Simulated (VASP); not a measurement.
Set up this calculation in VASP 6.6.1, as the native input.

```yaml
Task: relaxation of cell and atoms
Functional: PBE
Potentials_or_basis: VASP PAW PBE potentials, release 64 (Sr_sv, O)
Cutoff: 600 eV
k_mesh: 6 × 6 × 6
Occupations: gaussian, width 0.02 eV
Spin: no spin polarisation
Dipole_correction: no
Further_INCAR_settings: ALGO = Normal; EDIFF = 1e-07; IBRION = 2; EDIFFG = -0.005; NSW = 100; ISIF = 3
```

The structure of SrO lies in POSCAR:

```
SrO
1.0
    4.2754662656      0.0000000000      0.0000000000
   -2.1377331328      3.7026623990      0.0000000000
    0.0000000000      0.0000000000      5.1555949900
Sr O
2 2
Direct
    0.3333333300      0.6666666700      0.9381277000
    0.6666666700      0.3333333300      0.4381277000
    0.3333333300      0.6666666700      0.4368723000
    0.6666666700      0.3333333300      0.9368723000
```

These files were run (other wordings do the same):

INCAR

```
SYSTEM = SrO
  PREC = Accurate
  ENCUT = 600
  EDIFF = 1E-7
  ISMEAR = 0
  SIGMA = 0.02
  LREAL = .False.
  LASPH = .True.
  NELM = 80
  ALGO = Normal
  ISIF = 3
  LWAVE = .False.
  LCHARG = .False.
  GGA = PE
  IBRION = 2
  NSW = 100
  EDIFFG = -0.005
```

KPOINTS

```
regular mesh
0
Gamma
  6 6 6
  0 0 0
```

Potentials or basis: VASP PAW PBE potentials, release 64 (Sr_sv, O).

The run is started by

```bash
$ cat potpaw_PBE.64/Sr_sv/POTCAR potpaw_PBE.64/O/POTCAR > POTCAR
$ mpirun -np 1 vasp_std > vasp.out
```

Results of the run:

| Item | Value |
| --- | --- |
| Relaxed volume | 20.76 Å³/atom |
| Relaxed cell | a = 4.298 Å, b = 4.298 Å, c = 5.192 Å, α = 90.00°, β = 90.00°, γ = 120.00° |
| Space group after relaxing (to 0.05 Å) | P6_3/mmc (No. 194) |
| Energy gained by relaxing | 1.5 meV/atom |
| Ionic steps | 7 |
| Pressure after relaxing | 0.0 GPa |
| Band gap on the k mesh | 2.58 eV, direct |

It used 800 s of CPU time on 1 thread of AMD EPYC 7R13 Processor (Zen 3), with other jobs on the host.
